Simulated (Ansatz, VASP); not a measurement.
**BN: VASP beside Ansatz**

```xyz
2
Lattice="0.0000 1.6604 1.6604 1.6604 0.0000 1.6604 1.6604 1.6604 0.0000" Properties=species:S:1:pos:R:3 pbc="T T T"
B     0.0000    0.0000    0.0000
N     2.4906    2.4906    2.4906
```

Change from the starting cell: strain -0.080 along x and y, -0.080 along z, atoms carried along.

Alike in both runs: task single point; functional r2SCAN; k mesh 12 × 12 × 12; occupations gaussian, width 0.05 eV; no spin polarisation.

|  | VASP | Ansatz |
| --- | --- | --- |
| version | VASP 6.6.1 | Ansatz 0.2.0 |
| potentials or method | VASP PAW PBE potentials, release 64 (B, N), cutoff 520 eV | scalar-relativistic, plane waves, PAW |
| valence electrons in the cell | 8 | 8 |

```tsv
	VASP	Ansatz	Ansatz less VASP
gap on the k mesh at the Fermi level (eV)	5.24	5.29	+0.044
least direct gap on the mesh (eV)	10.77	10.84	+0.065
pressure (GPa)	155.7	153.5	-2.20
```

VASP's potentials were made for PBE, not for r2SCAN. Both programs put the cell under a high pressure, so it lies far from rest at this level. With one functional, cell and mesh, what is left measures potentials, basis and numerics.

Noted on VASP's run: the cell as given lies far from equilibrium.
